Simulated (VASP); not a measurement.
# MgO (P-6m2) in VASP: further runs

MgO is run at these levels: PBE; tasks: single point.

Program: VASP 6.6.1. These are calculated values, not measurements. Logs are shortened: lines on timing, memory, paths and dates and some standing lists are left out, and cuts for length are marked.

## 1. The cell of the first run

The structure is hexagonal, space group P-6m2 (No. 187). Conventional cell: a = 2.894 Å, b = 2.894 Å, c = 2.720 Å, α = 90.00°, β = 90.00°, γ = 120.00°. Within 2.9 Å of Mg (site symmetry -6m2) lie 6 O at 2.15 Å and 8 Mg at 2.72 to 2.89 Å. O (site symmetry -6m2) has 6 Mg at 2.15 Å and 8 O at 2.72 to 2.89 Å within 2.9 Å.

## 2. Single point, PBE (strain -0.015 along x and y, +0.015 along z)

Contents of INCAR:

```
PREC = Accurate
ENCUT = 520
EDIFF = 1E-6
ISMEAR = 0
SIGMA = 0.05
LREAL = False
LASPH = True
NELM = 60
ALGO = Normal
ISIF = 2
LWAVE = False
LCHARG = True
GGA = PE
LELF = True
LVHAR = True
NBANDS = 11
```

Contents of KPOINTS:

```
regular mesh
0
Gamma
  9 9 8
```

Contents of POSCAR:

```
MgO
1.0
    2.8939505899      0.0000000000      0.0000000000
   -1.4469752949      2.5062347281      0.0000000000
    0.0000000000      0.0000000000      2.7198752000
Mg O
1 1
Direct
    0.0000000000      0.0000000000      0.0000000000
    0.3333333333      0.6666666667      0.5000000000
```

Potentials or basis: VASP PAW PBE potentials, release 64 (Mg, O).

Launch:

```bash
cat potpaw_PBE.64/Mg/POTCAR potpaw_PBE.64/O/POTCAR > POTCAR
mpirun -np 1 vasp_std > vasp.out
```

OUTCAR:

```text
PREC = Accurate
   ENCUT = 520
   EDIFF = 1E-6
   ISMEAR = 0
   LREAL = False
   LASPH = True
   NELM = 60
   ISIF = 2
   GGA = PE

 ion  position               nearest neighbor table
   1  0.000  0.000  0.000-   2 2.15   2 2.15   2 2.15   2 2.15   2 2.15   2 2.15
   2  0.333  0.667  0.500-   1 2.15   1 2.15   1 2.15   1 2.15   1 2.15   1 2.15

  LATTYP: Found a hexagonal cell.
 ALAT       =     2.8939505899
 C/A-ratio  =     0.9398485273

  Lattice vectors:

 A1 = (   2.8939505899,   0.0000000000,   0.0000000000)
 A2 = (  -1.4469752949,   2.5062347281,   0.0000000000)
 A3 = (   0.0000000000,   0.0000000000,   2.7198752000)

Analysis of symmetry for initial positions (statically):
=====================================================================
 Subroutine PRICEL returns:
 Original cell was already a primitive cell.

 Routine SETGRP: Setting up the symmetry group for a
 hexagonal supercell.

 Subroutine GETGRP returns: Found 12 space group operations
 (whereof 12 operations were pure point group operations)
 out of a pool of 24 trial point group operations.

The static configuration has the point symmetry D_3h.

Analysis of symmetry for dynamics (positions and initial velocities):
=====================================================================
 Subroutine PRICEL returns:
 Original cell was already a primitive cell.

 Routine SETGRP: Setting up the symmetry group for a
 hexagonal supercell.

 Subroutine GETGRP returns: Found 12 space group operations
 (whereof 12 operations were pure point group operations)
 out of a pool of 24 trial point group operations.

The dynamic configuration has the point symmetry D_3h.

 Subroutine INISYM returns: Found 12 space group operations
 (whereof 12 operations are pure point group operations),
 and found     1 'primitive' translations

----------------------------------------------------------------------------------------

                                     Primitive cell

  volume of cell :      19.7270

  direct lattice vectors                    reciprocal lattice vectors
     2.893950590  0.000000000  0.000000000     0.345548401  0.199502463  0.000000000
    -1.446975295  2.506234728  0.000000000     0.000000000  0.399004925  0.000000000
     0.000000000  0.000000000  2.719875200     0.000000000  0.000000000  0.367663928

  length of vectors
     2.893950590  2.893950590  2.719875200     0.399004925  0.399004925  0.367663928

  position of ions in fractional coordinates (direct lattice)
     0.000000000  0.000000000  0.000000000
     0.333333333  0.666666667  0.500000000

  ion indices of the primitive-cell ions
   primitive index   ion index
                 1           1
                 2           2

----------------------------------------------------------------------------------------

 KPOINTS: regular mesh

Automatic generation of k-mesh.
 Grid dimensions read from file:
 generate k-points for:    9    9    8

 Generating k-lattice:

  Cartesian coordinates                     Fractional coordinates (reciprocal lattice)
     0.038394267  0.022166940  0.000000000     0.111111111 -0.000000000  0.000000000
     0.000000000  0.044333881  0.000000000     0.000000000  0.111111111  0.000000000
     0.000000000  0.000000000  0.045957991     0.000000000  0.000000000  0.125000000

  Length of vectors
     0.044333881  0.044333881  0.045957991

  Shift w.r.t. Gamma in fractional coordinates (k-lattice)
     0.000000000  0.000000000  0.000000000

 Subroutine IBZKPT returns following result:
 ===========================================

 Found     60 irreducible k-points:

 Following reciprocal coordinates:
            Coordinates               Weight
  0.000000  0.000000  0.000000      1.000000
  0.111111  0.000000  0.000000      6.000000
  0.222222  0.000000  0.000000      6.000000
  0.333333  0.000000  0.000000      6.000000
  0.444444  0.000000  0.000000      6.000000
  0.111111  0.111111  0.000000      6.000000
[... 16 lines left out ...]
  0.333333  0.222222  0.125000     24.000000
  0.333333  0.333333  0.125000      4.000000
 [... further k-points ...]
   k-points           NKPTS =     60   k-points in BZ     NKDIM =     60   number of bands    NBANDS=     11
   number of dos      NEDOS =    301   number of ions     NIONS =      2
   total plane-waves  NPLWV =  11520
   dimension x,y,z NGX =    24 NGY =   24 NGZ =   20
   dimension x,y,z NGXF=    48 NGYF=   48 NGZF=   40
   ions per type =               1   1
   NGX,Y,Z   is equivalent  to a cutoff of  13.79, 13.79, 12.22 a.u.
   NGXF,Y,Z  is equivalent  to a cutoff of  27.57, 27.57, 24.45 a.u.
 SYSTEM =  unknown system
   PREC   = accura    normal or accurate (medium, high low for compatibility)
   ISTART =      0    job   : 0-new  1-cont  2-samecut
   ICHARG =      2    charge: 1-file 2-atom 10-const
   ISPIN  =      1    spin polarized calculation?
   LNONCOLLINEAR =      F non collinear calculations
   LSORBIT =      F    spin-orbit coupling
   LASPH  =      T    aspherical Exc in radial PAW
   ENCUT  =  520.0 eV  38.22 Ry    6.18 a.u.   5.38  5.38  5.06*2*pi/ulx,y,z
   NELM   =     60;   NELMIN=  2; NELMDL= -5     # of ELM steps
   EDIFF  = 0.1E-05   stopping-criterion for ELM
   LREAL  =      F    real-space projection
   EDIFFG = 0.1E-04   stopping-criterion for IOM
   NSW    =      0    number of steps for IOM
   IBRION =     -1    ionic relax: 0-MD 1-quasi-New 2-CG
   NFREE  =      0    steps in history (QN), initial steepest desc. (CG)
   ISIF   =      2    stress and relaxation
   ISYM   =      2    0-nonsym 1-usesym 2-fastsym
   POTIM  = 0.5000    time-step for ionic-motion
   TEBEG  =    0.0;   TEEND  =   0.0 temperature during run
   PSTRESS=    0.0 pullay stress
   NELECT =       8.0000    total number of electrons
   NUPDOWN=      -1.0000    fix difference up-down
   EMIN   =  10.00;   EMAX   =-10.00  energy-range for DOS
   EFERMI =   0.00;   METHOD = LEGACY
   ISMEAR =     0;   SIGMA  =   0.05  broadening in eV -4-tet -1-fermi 0-gaus
   EFERMI_NEDOS =   21; number of points for ismear=-14 and -15
   IALGO  =     38    algorithm
   IMIX   =      4    mixing-type and parameters
     AMIX     =   0.40;   BMIX     =  1.00
     AMIX_MAG =   1.60;   BMIX_MAG =  1.00
  volume/ion in A,a.u.               =       9.86        66.56
  Fermi-wavevector in a.u.,A,eV,Ry     =   1.211763  2.289899 19.978368  1.468369
  Thomas-Fermi vector in A             =   2.347268
   LORBIT       =      0    0 simple, 1 ext, 2 COOP (PROOUT), +10 PAW based schemes
   GGA     = PE    functional components
   LHFCALC =     F    Hartree Fock is set to
   AEXX    =    0.0000 exact exchange contribution
   IVDW    =     0    specifies the selected vdW correction
   LEPSILON=     F    determine dielectric tensor
   LRPA    =     F    only Hartree local field effects (RPA)
 non-spin polarized calculation
 Gauss-broadening in eV      SIGMA  =   0.05
  energy-cutoff  :      520.00
  volume of cell :       19.73
 maximum number of plane-waves:       550
 NGX is ok and might be reduce to    24
   NGX = 11   NGY = 11   NGZ = 11

 number of electron       7.9999996 magnetization

 Free energy of the ion-electron system (eV)
  ---------------------------------------------------
  ext. energy  EPLUGINS =         0.00000000
  ---------------------------------------------------
  free energy    TOTEN  =       -11.21036298 eV

  energy without entropy =      -11.21036298  energy(sigma->0) =      -11.21036298

 E-fermi :   3.7420     XC(G=0): -10.8134

 val. band max:        3.4288130404   @ k =   0.0000   0.0000   0.5000
 cond. band min:       6.4557835610   @ k =   0.0000   0.0000   0.0000
 fundamental gap:      3.0269705206
 Fermi energy:         3.7420366406

 k-point     1 :       0.0000    0.0000    0.0000
  band No.  band energies     occupation
      1     -14.0680      2.00000
      2       2.7539      2.00000
      3       2.9757      2.00000
      4       2.9757      2.00000
      5       6.4558      0.00000
      6      15.2080      0.00000
      7      19.5399      0.00000
      8      19.5399      0.00000
      9      23.6746      0.00000
     10      23.9361      0.00000
     11      26.1138      0.00000

 k-point     2 :       0.1111    0.0000    0.0000
  band No.  band energies     occupation
      1     -13.9536      2.00000
      2       2.1596      2.00000
      3       2.7990      2.00000
      4       2.8808      2.00000
      5       7.1960      0.00000
      6      15.3546      0.00000
      7      18.1686      0.00000
      8      19.8460      0.00000
      9      23.7057      0.00000
     10      24.8796      0.00000
     11      26.3490      0.00000

 k-point     3 :       0.2222    0.0000    0.0000
  band No.  band energies     occupation
      1     -13.6468      2.00000
      2       0.6999      2.00000
      3       2.6510      2.00000
      4       2.9166      2.00000
      5       8.4752      0.00000
      6      15.0361      0.00000
      7      17.1398      0.00000
      8      20.5579      0.00000
      9      23.0853      0.00000
     10      24.4798      0.00000
     11      27.2131      0.00000

 k-point     4 :       0.3333    0.0000    0.0000
  band No.  band energies     occupation
      1     -13.2644      2.00000
      2      -0.5989      2.00000
      3       2.4061      2.00000
      4       3.0563      2.00000
      5       9.5520      0.00000
      6      14.2295      0.00000
      7      16.9668      0.00000
      8      21.2188      0.00000
      9      22.3304      0.00000
     10      24.5477      0.00000
     11      28.6376      0.00000
[... 239 lines left out ...]
 k-point    22 :       0.2222    0.2222    0.1250
  band No.  band energies     occupation
      1     -12.9926      2.00000
      2      -0.4605      2.00000
      3       1.5258      2.00000
      4       2.4600      2.00000
      5      10.7193      0.00000
      6      14.4104      0.00000
      7      17.1567      0.00000
      8      19.4563      0.00000
      9      22.1750      0.00000
     10      24.1309      0.00000
     11      27.9958      0.00000

 k-point    23 :       0.3333    0.2222    0.1250
  band No.  band energies     occupation
      1     -12.7887      2.00000
      2      -0.6999      2.00000
      3       0.9236      2.00000
      4       2.5827      2.00000
      5      11.3343      0.00000
      6      14.4795      0.00000
      7      16.3875      0.00000
      8      20.1750      0.00000
      9      21.2800      0.00000
     10      24.9905      0.00000
     11      27.6803      0.00000

 k-point    24 :       0.3333    0.3333    0.1250
  band No.  band energies     occupation
      1     -12.7186      2.00000
      2      -0.0891      2.00000
      3      -0.0674      2.00000
      4       2.6255      2.00000
      5      11.6964      0.00000
      6      15.1608      0.00000
      7      15.5041      0.00000
      8      20.6102      0.00000
      9      20.8917      0.00000
     10      25.3848      0.00000
     11      27.2150      0.00000

 [... further k-points ...]

------------------------ aborting loop because EDIFF is reached ----------------------------------------

  FORCE on cell =-STRESS in cart. coord.  units (eV):
  Direction    XX          YY          ZZ          XY          YZ          ZX
  --------------------------------------------------------------------------------------
  -------------------------------------------------------------------------------------
  Total        0.7584633      0.7584633     -1.1847624      0.0000000      0.0000000      0.0000000
  in kB       61.6003739     61.6003739    -96.2232444      0.0000000      0.0000000      0.0000000
  external PRESSURE =       8.9925011 kB  Pullay stress =       0.0000000 kB

 VOLUME and BASIS-vectors are now :
 -----------------------------------------------------------------------------
  energy-cutoff  :      520.00
  volume of cell :       19.73
      direct lattice vectors                 reciprocal lattice vectors
     2.893950590  0.000000000  0.000000000     0.345548401  0.199502463  0.000000000
    -1.446975295  2.506234728  0.000000000     0.000000000  0.399004925  0.000000000
     0.000000000  0.000000000  2.719875200     0.000000000  0.000000000  0.367663928

 POSITION                                       TOTAL-FORCE (eV/Angst)
 -----------------------------------------------------------------------------------
      0.00000      0.00000      0.00000        -0.000000      0.000000      0.000000
     -0.00000      1.67082      1.35994         0.000000     -0.000000      0.000000
 -----------------------------------------------------------------------------------
    total drift:                                0.000000     -0.000000     -0.000000

  FREE ENERGIE OF THE ION-ELECTRON SYSTEM (eV)
  ---------------------------------------------------
  free  energy   TOTEN  =       -11.2103629831 eV

  energy  without entropy=      -11.2103629831  energy(sigma->0) =      -11.21036298
```

Wall time 9.2 s (1 thread of AMD EPYC 7R13 (Zen 3), shared host); peak memory 0.11 GiB.

What came out:

- Free energy: -11.2104 eV
- Pressure: 0.9 GPa
- Band gap on the k mesh: 3.03 eV, indirect (least direct gap 3.48 eV)

Levels at points of the mesh, in eV from the valence-band top:
```csv
k point,band 2,band 3,band 4,band 5,band 6,band 7
"(0.00, 0.00, 0.00)",-0.67,-0.45,-0.45,3.03,11.78,16.11
"(0.00, 0.00, 0.50)",-5.52,0.00,0.00,8.59,8.91,17.75
```

Caveat: the cell differs from its parent crystal (strain -0.015 along x and y, +0.015 along z).

## 3. Single point, PBE (strain +0.000 along x and y, +0.030 along z)

Contents of INCAR:

```
SYSTEM = MgO
ALGO = Normal
EDIFF = 1E-6
ENCUT = 520
GGA = PE
ISIF = 2
ISMEAR = 0
LASPH = .True.
LCHARG = .False.
LREAL = .False.
LWAVE = .False.
NBANDS = 11
NELM = 60
PREC = Accurate
SIGMA = 0.05
```

Contents of KPOINTS:

```
k-points
0
Gamma
  9 9 8
  0 0 0
```

Contents of POSCAR:

```
MgO
1.0
    2.9380209034      0.0000000000      0.0000000000
   -1.4690104517      2.5444007392      0.0000000000
    0.0000000000      0.0000000000      2.7600704000
Mg O
1 1
Direct
    0.0000000000      0.0000000000      0.0000000000
    0.3333333333      0.6666666667      0.5000000000
```

Potentials or basis: VASP PAW PBE potentials, release 64 (Mg, O).

Launch:

```bash
cat potpaw_PBE.64/Mg/POTCAR potpaw_PBE.64/O/POTCAR > POTCAR
mpirun -np 1 vasp_std > vasp.out
```

OUTCAR:

```text
SYSTEM = MgO
   EDIFF = 1E-6
   ENCUT = 520
   GGA = PE
   ISIF = 2
   ISMEAR = 0
   LASPH = .True.
   LREAL = .False.
   NELM = 60
   PREC = Accurate

 ion  position               nearest neighbor table
   1  0.000  0.000  0.000-   2 2.19   2 2.19   2 2.19   2 2.19   2 2.19   2 2.19
   2  0.333  0.667  0.500-   1 2.19   1 2.19   1 2.19   1 2.19   1 2.19   1 2.19

  LATTYP: Found a hexagonal cell.
 ALAT       =     2.9380209034
 C/A-ratio  =     0.9394318457

  Lattice vectors:

 A1 = (   2.9380209034,   0.0000000000,   0.0000000000)
 A2 = (  -1.4690104517,   2.5444007392,   0.0000000000)
 A3 = (   0.0000000000,   0.0000000000,   2.7600704000)

Analysis of symmetry for initial positions (statically):
=====================================================================
 Subroutine PRICEL returns:
 Original cell was already a primitive cell.

 Routine SETGRP: Setting up the symmetry group for a
 hexagonal supercell.

 Subroutine GETGRP returns: Found 12 space group operations
 (whereof 12 operations were pure point group operations)
 out of a pool of 24 trial point group operations.

The static configuration has the point symmetry D_3h.
[... 172 lines left out ...]
      2       2.4416      2.00000
      3       2.6619      2.00000
      4       2.6619      2.00000
      5       5.7891      0.00000
      6      14.7203      0.00000
      7      18.8097      0.00000
      8      18.8097      0.00000
      9      22.8294      0.00000
     10      22.9154      0.00000
     11      25.1021      0.00000
[... 309 lines left out ...]
 k-point    24 :       0.3333    0.3333    0.1250
  band No.  band energies     occupation
      1     -12.9414      2.00000
      2      -0.2685      2.00000
      3      -0.2492      2.00000
      4       2.3247      2.00000
      5      11.1316      0.00000
      6      14.2825      0.00000
      7      14.6754      0.00000
      8      19.7920      0.00000
      9      20.2130      0.00000
     10      24.5396      0.00000
     11      26.2225      0.00000

 [... further k-points ...]

------------------------ aborting loop because EDIFF is reached ----------------------------------------

  FORCE on cell =-STRESS in cart. coord.  units (eV):
  Direction    XX          YY          ZZ          XY          YZ          ZX
  --------------------------------------------------------------------------------------
  -------------------------------------------------------------------------------------
  Total        0.0380411      0.0380411     -2.0120626      0.0000000      0.0000000      0.0000000
  in kB        2.9539530      2.9539530   -156.2397449      0.0000000      0.0000000      0.0000000
  external PRESSURE =     -50.1106130 kB  Pullay stress =       0.0000000 kB

 VOLUME and BASIS-vectors are now :
 -----------------------------------------------------------------------------
  energy-cutoff  :      520.00
  volume of cell :       20.63
      direct lattice vectors                 reciprocal lattice vectors
     2.938020903  0.000000000  0.000000000     0.340365175  0.196509926  0.000000000
    -1.469010452  2.544400739  0.000000000     0.000000000  0.393019851  0.000000000
     0.000000000  0.000000000  2.760070400     0.000000000  0.000000000  0.362309599

 POSITION                                       TOTAL-FORCE (eV/Angst)
 -----------------------------------------------------------------------------------
      0.00000      0.00000      0.00000         0.000000      0.000000      0.000000
     -0.00000      1.69627      1.38004        -0.000000      0.000000      0.000000
 -----------------------------------------------------------------------------------
    total drift:                                0.000000     -0.000000     -0.000000

  FREE ENERGIE OF THE ION-ELECTRON SYSTEM (eV)
  ---------------------------------------------------
  free  energy   TOTEN  =       -11.1996625334 eV

  energy  without entropy=      -11.1996625334  energy(sigma->0) =      -11.19966253
```

OSZICAR:

```text
N       E                     dE             d eps       ncg     rms          rms(c)
DAV:   1     0.150199804500E+02    0.15020E+02   -0.45958E+03  1472   0.640E+02
DAV:   2    -0.122799891737E+02   -0.27300E+02   -0.26571E+02  1493   0.134E+02
DAV:   3    -0.129492274540E+02   -0.66924E+00   -0.66880E+00  1609   0.185E+01
DAV:   4    -0.129509690203E+02   -0.17416E-02   -0.17415E-02  1440   0.108E+00
DAV:   5    -0.129509753492E+02   -0.63289E-05   -0.63289E-05  1574   0.638E-02    0.734E+00
DAV:   6    -0.112568274081E+02    0.16941E+01   -0.10177E+01  1335   0.168E+01    0.248E+00
DAV:   7    -0.112193322328E+02    0.37495E-01   -0.94517E-02  1434   0.249E+00    0.139E+00
DAV:   8    -0.112000976409E+02    0.19235E-01   -0.41861E-02  1386   0.213E+00    0.274E-01
DAV:   9    -0.111997742937E+02    0.32335E-03   -0.29458E-04  1576   0.127E-01    0.199E-01
DAV:  10    -0.111996636193E+02    0.11067E-03   -0.70907E-04  1390   0.211E-01    0.142E-02
DAV:  11    -0.111996618173E+02    0.18020E-05   -0.14587E-05  1482   0.237E-02    0.635E-03
DAV:  12    -0.111996625334E+02   -0.71608E-06   -0.14805E-06  1413   0.929E-03
   1 F= -.11199663E+02 E0= -.11199663E+02  d E =-.824720E-19
```

stdout:

```text
POSCAR found type information on POSCAR MgO
 POSCAR found :  2 types and       2 ions
 scaLAPACK will be used
 LDA part: xc-table for (Slater+PW92), standard interpolation
 POSCAR, INCAR and KPOINTS ok, starting setup
 FFT: planning ... GRIDC
 FFT: planning ... GRID_SOFT
 FFT: planning ... GRID
 WAVECAR not read
 entering main loop
```

Wall time 10 s (1 thread of AMD EPYC 7R13 (Zen 3), shared host); peak memory 0.12 GiB.

What came out:

| Property | Result |
| --- | --- |
| Free energy | -11.1997 eV |
| Pressure | -5.0 GPa |
| Band gap on the k mesh | 2.70 eV, indirect (least direct gap 3.13 eV) |

Levels at points of the mesh, in eV from the valence-band top:
```
           k point  band 2  band 3  band 4  band 5  band 6  band 7
(0.00, 0.00, 0.00)   -0.65   -0.43   -0.43    2.70   11.63   15.72
(0.00, 0.00, 0.50)   -5.31    0.00    0.00    8.19    8.54   17.41
```

Caveat: the cell differs from its parent crystal (strain +0.000 along x and y, +0.030 along z).

(Continued in part 2 of 2.)
